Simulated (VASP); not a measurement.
**BN: single point with LDA**

The system is BN.

```
CELL_PARAMETERS angstrom
1.64382 -4.71554 0.00000
1.64382 4.71554 0.00000
-1.19293 0.00000 4.18174
ATOMIC_POSITIONS crystal
B 0.43440 0.56643 0.00020
B 0.56643 0.43440 0.50020
B 0.17700 0.56420 0.49182
B 0.56420 0.17700 0.99182
N 0.38574 0.77834 0.84078
N 0.77834 0.38574 0.34078
N 0.37991 0.51179 0.32109
N 0.51179 0.37991 0.82109
```

- Program: VASP 6.6.1
- Task: single point
- Functional: LDA
- Potentials or basis: VASP PAW LDA potentials, release 64 (B, N)
- Cutoff: 520 eV
- k mesh: 6 × 6 × 4
- Occupations: gaussian, width 0.01 eV
- Spin: no spin polarisation

```yaml
Pressure: -8.6 GPa
Largest_force: 0.033 eV/Å
Band_gap_on_the_k_mesh: 3.41 eV, indirect (least direct gap 3.91 eV)
```

Forces in eV/Å, atoms in the order of the input:
```
B   -0.014 -0.010 -0.006
B   -0.014  0.010 -0.006
B   -0.007  0.007 -0.010
B   -0.007 -0.007 -0.010
N    0.006 -0.013 -0.012
N    0.006  0.013 -0.012
N    0.015 -0.009  0.028
N    0.015  0.009  0.028
```

Stress tensor (GPa, compression positive):
```
-6.29  0.00  0.45
 0.00 -9.77  0.00
 0.45  0.00 -9.81
```

Levels at points of the mesh, in eV from the valence-band top:
```
           k point  band 14  band 15  band 16  band 17  band 18  band 19
(0.00, 0.00, 0.00)    -0.83    -0.64    -0.49     3.41     4.97     5.85
(0.50, 0.00, 0.00)    -2.16    -1.60    -0.03     4.11     5.17     6.03
(0.50, 0.50, 0.00)    -1.43    -0.36    -0.31     4.30     4.66     6.27
(0.00, 0.00, 0.50)    -1.61    -0.60    -0.60     3.95     3.95     7.26
(0.50, 0.00, 0.50)    -2.59    -1.94    -0.73     3.62     6.02     6.75
(0.50, 0.50, 0.50)    -1.86    -0.66    -0.66     4.75     4.75     6.51
```

Run time: 35 s on 1 thread of Intel(R) Xeon(R) 6975P-C (Granite Rapids), on a shared host, peak memory 0.21 GiB.

A k mesh can miss the band edges.
